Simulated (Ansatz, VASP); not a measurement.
**Two plane-wave programs on NaCl**

The input INCAR:

```
PREC = Accurate
ENCUT = 600
EDIFF = 1E-6
ISMEAR = 0
SIGMA = 0.02
LREAL = False
LASPH = True
NELM = 80
ALGO = Normal
ISIF = 3
LWAVE = False
LCHARG = False
IBRION = 2
NSW = 100
EDIFFG = -0.002
```

The input KPOINTS:

```
regular mesh
0
Gamma
  8 8 8
```

File POSCAR:

```
NaCl
1.0
    0.0000000000      2.7321951208      2.7321951208
    2.7321951208      0.0000000000      2.7321951208
    2.7321951208      2.7321951208      0.0000000000
Na Cl
1 1
Direct
    0.0000000000      0.0000000000      0.0000000000
    0.5000000000      0.5000000000      0.5000000000
```

Input for Ansatz:

```yaml
crystal:
  lattice:
    - [0.0, 2.7321951208, 2.7321951208]
    - [2.7321951208, 0.0, 2.7321951208]
    - [2.7321951208, 2.7321951208, 0.0]
  atoms:
    - { symbol: Na, position: [0.0, 0.0, 0.0] }
    - { symbol: Cl, position: [0.5, 0.5, 0.5] }
basis:
  ecutwfc: 420
kpoints:
  mp_grid: { grid: [8, 8, 8] }
hamiltonian:
  xc: lda
scf:
  occupations: { method: gaussian, width: 0.02 }
output:
  forces: true
  stress: true
  eigenvalues: true
  write_density: true
  write_potential: true
  elf: true
  volumetric_format: npy
relax:
  adjacent_minimum: "off"
  f_tol: 0.002
  max_steps: 80
  cell: { stress_tol: 0.02 }
```

Alike in both runs: task relaxation of cell and atoms; functional LDA; k mesh 8 × 8 × 8; occupations gaussian, width 0.02 eV; no spin polarisation.

|  | VASP | Ansatz |
| --- | --- | --- |
| version | VASP 6.6.1 | Ansatz 0.2.0 |
| potentials or method | VASP PAW LDA potentials, release 64 (Na_pv, Cl), cutoff 600 eV | scalar-relativistic, plane waves, PAW |
| valence electrons in the cell | 14 | 16 |

Ansatz gave:

| Item | Value |
| --- | --- |
| gap on the k mesh at the Fermi level, each at its own relaxed structure (eV) | 5.07 |
| relaxed volume (Å³/atom) | 20.40 |
| relaxed cell length with the largest relative difference (Å) | 3.864 |

**Question.** Estimate VASP's values.

**Answer.** gap on the k mesh at the Fermi level, each at its own relaxed structure (eV): 5.08; relaxed volume (Å³/atom): 20.42; relaxed cell length with the largest relative difference (Å): 3.865.

LDA's correlation is that of Perdew and Zunger in VASP and of Perdew and Wang (1992) in Ansatz. VASP's potentials hold 14 valence electrons a cell and Ansatz's 16, so a difference there can come from the potentials and not from the codes.
